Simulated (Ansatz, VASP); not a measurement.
One calculation of ZrB2, two programs

File INCAR:

```
SYSTEM = ZrB2
  PREC = Accurate
  ENCUT = 520
  EDIFF = 1E-6
  ISMEAR = 0
  SIGMA = 0.15
  LREAL = .FALSE.
  LASPH = .TRUE.
  NELM = 80
  ALGO = Normal
  ISIF = 2
  LWAVE = .FALSE.
  LCHARG = .FALSE.
  GGA = CA
  NBANDS = 16
```

File KPOINTS:

```
regular mesh
0
G
  15 15 12
  0 0 0
```

Contents of POSCAR:

```
ZrB2
1.0
    3.1325412665      0.0000000000      0.0000000000
   -1.5662706333      2.7128603152      0.0000000000
    0.0000000000      0.0000000000      3.6633000000
Zr B
1 2
Direct
    0.0000000000      0.0000000000      0.0000000000
    0.3333333333      0.6666666667      0.5000000000
    0.6666666667      0.3333333333      0.5000000000
```

Input for Ansatz:

```yaml
crystal:
  lattice:
    - [3.1325412665, 0.0, 0.0]
    - [-1.5662706333, 2.7128603152, 0.0]
    - [0.0, 0.0, 3.6633]
  atoms:
    - { symbol: Zr, position: [0.0, 0.0, 0.0] }
    - { symbol: B, position: [0.3333333333, 0.6666666667, 0.5] }
    - { symbol: B, position: [0.6666666667, 0.3333333333, 0.5] }
basis:
  ecutwfc: 520.0
kpoints:
  mp_grid: { grid: [15, 15, 12] }
hamiltonian:
  xc: lda
  pseudopotentials: { kind: paw }
scf:
  occupations: { method: gaussian, width: 0.15 }
output:
  forces: true
  stress: true
  eigenvalues: true
  write_density: true
  write_potential: true
  elf: true
  volumetric_format: npy
```

Alike in both runs: task single point; functional LDA; k mesh 15 × 15 × 12; occupations gaussian, width 0.15 eV; no spin polarisation.

|  | VASP | Ansatz |
| --- | --- | --- |
| version | VASP 6.6.1 | Ansatz 0.2.0 |
| potentials or method | VASP PAW LDA potentials, release 64 (Zr_sv, B), cutoff 520 eV | scalar-relativistic, plane waves, PAW |
| valence electrons in the cell | 18 | 18 |

|  | VASP | Ansatz | Ansatz less VASP |
| --- | --- | --- | --- |
| gap on the k mesh at the Fermi level (eV) | none | none | - |
| pressure (GPa) | -10.2 | -10.7 | -0.45 |
| traceless stress, the component that is largest in VASP (GPa) | -10.00 | -10.02 | -0.024 |

LDA's correlation is that of Perdew and Zunger in VASP and of Perdew and Wang (1992) in Ansatz. A gap of «none» marks a metal or a gap that the smearing closes.
